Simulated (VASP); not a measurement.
A run of VASP 6.6.1 is set up as follows.

Contents of POSCAR:

```
Be2C
1.0
    2.1468822357      2.1468822357      0.0000000000
   -2.1468822357      2.1468822357      0.0000000000
    0.0000000000      2.1468822357      2.1468822357
Be C
2 1
Direct
    0.2500000000      0.7500000000      0.5000000000
    0.7500000000      0.2500000000      0.5000000000
    0.0000000000      0.0000000000      0.0000000000
```

File INCAR.step1:

```
SYSTEM = Be2C
ALGO = Normal
EDIFF = 1E-5
ENCUT = 660
GGA = PE
GGA_COMPAT = .FALSE.
ISMEAR = 0
LASPH = .TRUE.
LCHARG = .FALSE.
LREAL = .FALSE.
LWAVE = .TRUE.
NBANDS = 11
NELM = 120
PREC = Accurate
SIGMA = 0.01
```

INCAR.step2

```
SYSTEM = Be2C
ALGO = Normal
EDIFF = 1E-6
ENCUT = 660
GGA_COMPAT = .FALSE.
ISIF = 2
ISMEAR = 0
ISTART = 1
LASPH = .TRUE.
LCHARG = .FALSE.
LMIXTAU = .TRUE.
LREAL = .FALSE.
LWAVE = .FALSE.
METAGGA = R2SCAN
NBANDS = 11
NELM = 120
PREC = Accurate
SIGMA = 0.01
```

KPOINTS

```
k-points
0
G
  10 10 10
  0 0 0
```

Potentials or basis: VASP PAW PBE potentials, release 64 (Be, C).

Launch:

```sh
$ cat potpaw_PBE.64/Be/POTCAR potpaw_PBE.64/C/POTCAR > POTCAR
$ cp INCAR.step1 INCAR
$ mpirun -np 1 vasp_std > vasp.out
$ cp INCAR.step2 INCAR
$ mpirun -np 1 vasp_std > vasp.out
```

Q: What does it give for the pressure?

A: 4.9 GPa.

Q: What does it give for the band gap on the k mesh?

A: 1.54 eV (least direct gap 4.67 eV).

Caveat: the cell stands under pressure; the PAW data sets were made with another functional, which shifts forces and pressure a little. A k mesh can miss the band edges.
